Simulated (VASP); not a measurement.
Write the native input for VASP 6.6.1 that does the following.

```yaml
Task: single point
Functional: PBEsol
Dispersion: D3(BJ)
Potentials_or_basis: VASP PAW PBE potentials, release 64 (Hf_pv, N)
Cutoff: 520 eV
k_mesh: 16 × 16 × 16
Occupations: gaussian, width 0.1 eV
Spin: no spin polarisation
Dipole_correction: no
Further_INCAR_settings: ALGO = Normal; EDIFF = 1e-06; NBANDS = 14
```

The structure of HfN lies in POSCAR:

```
HfN
1.0
    0.0000000000      2.2389603916      2.2389603916
    2.2389603916      0.0000000000      2.2389603916
    2.2389603916      2.2389603916      0.0000000000
Hf N
1 1
Direct
    0.0000000000      0.0000000000      0.0000000000
    0.5000000000      0.5000000000      0.5000000000
```

One way to write it, as run:

INCAR

```
  PREC = Accurate
  ENCUT = 520
  EDIFF = 1E-6
  ISMEAR = 0
  SIGMA = 0.1
  LREAL = F
  LASPH = T
  NELM = 100
  ALGO = Normal
  ISIF = 2
  LWAVE = F
  LCHARG = T
  GGA = PS
  IVDW = 12
  LELF = T
  LVHAR = T
  NBANDS = 14
```

KPOINTS

```
Automatic mesh
0
Gamma
  16 16 16
```

Potentials or basis: VASP PAW PBE potentials, release 64 (Hf_pv, N).

Run with:

```bash
$ cat potpaw_PBE.64/Hf_pv/POTCAR potpaw_PBE.64/N/POTCAR > POTCAR
$ mpirun -np 1 vasp_std > vasp.out
```

It gave:

```json
{
 "Pressure": "-3.3 GPa",
 "Dispersion energy per atom": "-0.399 eV"
}
```

Caveat: three body term missing; the PAW data sets were made with another functional, which shifts forces and pressure a little; pairwise dispersion overbinds metals, which lowers pressure and volume.

It took 18 s on 1 thread of Intel(R) Xeon(R) 6975P-C (Granite Rapids), on a shared host, peak memory 0.18 GiB.
